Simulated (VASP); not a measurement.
Al, 4 atoms in the cell. It takes space group P6_3/mmc (No. 194, hexagonal). The conventional cell has a = 2.700 Å, b = 2.700 Å, c = 8.915 Å, α = 90.00°, β = 90.00°, γ = 120.00°. Al (site symmetry -3m) has 12 Al at 2.70 to 2.72 Å within 3.6 Å. Al (site symmetry -6m2) has 12 Al at 2.70 to 2.72 Å within 3.6 Å.  This cell differs from its parent crystal: volume scaled by 0.85.

```yaml
Program: VASP 6.6.1
Task: single point
Functional: PBE
Potentials_or_basis: VASP PAW PBE potentials, release 64 (Al)
Cutoff: 520 eV
k_mesh: 14 × 14 × 4
Occupations: fermi-dirac, width 0.08 eV
Spin: no spin polarisation
Dipole_correction: no
Further_INCAR_settings: ALGO = Normal; EDIFF = 1e-07; NBANDS = 14
```

Potentials or basis: VASP PAW PBE potentials, release 64 (Al).

Launch:

```sh
$ cat potpaw_PBE.64/Al/POTCAR > POTCAR
$ mpirun -np 1 vasp_std > vasp.out
```

Hardware: 1 thread of Intel(R) Xeon(R) 6975P-C (Granite Rapids), on a shared host.

Q: Estimate the wall time of this run.

A: Run time: 16 s on 1 thread of Intel(R) Xeon(R) 6975P-C (Granite Rapids) (shared host), peak memory 0.18 GiB. Counts: scf iterations 10, k points 72.
